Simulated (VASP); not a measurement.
Wanted: the native input for a VASP 6.6.1 run.

| Quantity | Value |
| --- | --- |
| Task | relaxation of cell and atoms |
| Functional | PBE |
| Potentials or basis | VASP PAW PBE potentials, release 64 (Sr_sv, Ti_sv, O) |
| Cutoff | 600 eV |
| k mesh | 8 × 8 × 8 |
| Occupations | gaussian, width 0.02 eV |
| Spin | no spin polarisation |
| Dipole correction | no |
| Further INCAR settings | ALGO = Normal; EDIFF = 1e-06; IBRION = 2; EDIFFG = -0.005; NSW = 100; ISIF = 3 |

The structure of SrTiO3 lies in POSCAR:

```
SrTiO3
1.0
    3.9052800000      0.0000000000      0.0000000000
    0.0000000000      3.9052800000      0.0000000000
    0.0000000000      0.0000000000      3.9052800000
Sr Ti O
1 1 3
Direct
    0.5000000000      0.5000000000      0.5000000000
    0.0000000000      0.0000000000      0.0000000000
    0.5000000000      0.0000000000      0.0000000000
    0.0000000000      0.5000000000      0.0000000000
    0.0000000000      0.0000000000      0.5000000000
```

One way to write it, as run:

INCAR

```
ALGO = Normal
EDIFF = 1E-6
EDIFFG = -0.005
ENCUT = 600
GGA = PE
IBRION = 2
ISIF = 3
ISMEAR = 0
LASPH = True
LCHARG = False
LREAL = False
LWAVE = False
NELM = 60
NSW = 100
PREC = Accurate
SIGMA = 0.02
```

KPOINTS

```
k-points
0
Gamma
  8 8 8
```

Potentials or basis: VASP PAW PBE potentials, release 64 (Sr_sv, Ti_sv, O).

Command:

```bash
$ cat potpaw_PBE.64/Sr_sv/POTCAR potpaw_PBE.64/Ti_sv/POTCAR potpaw_PBE.64/O/POTCAR > POTCAR
$ mpirun -np 1 vasp_std > vasp.out
```

Results of the run:

The relaxed volume is 12.23 Å³/atom and the relaxed cell is a = 3.940 Å, b = 3.940 Å, c = 3.940 Å, α = 90.00°, β = 90.00°, γ = 90.00°. The space group after relaxing (to 0.05 Å) is Pm-3m (No. 221) and the energy gained by relaxing is 4.6 meV/atom. The ionic steps are 3, the pressure after relaxing is 0.0 GPa and the band gap on the k mesh is 1.81 eV, indirect (least direct gap 2.18 eV).

It took 4.2 min on 1 thread of AMD EPYC 7R13, on a shared host, peak memory 0.2 GiB.
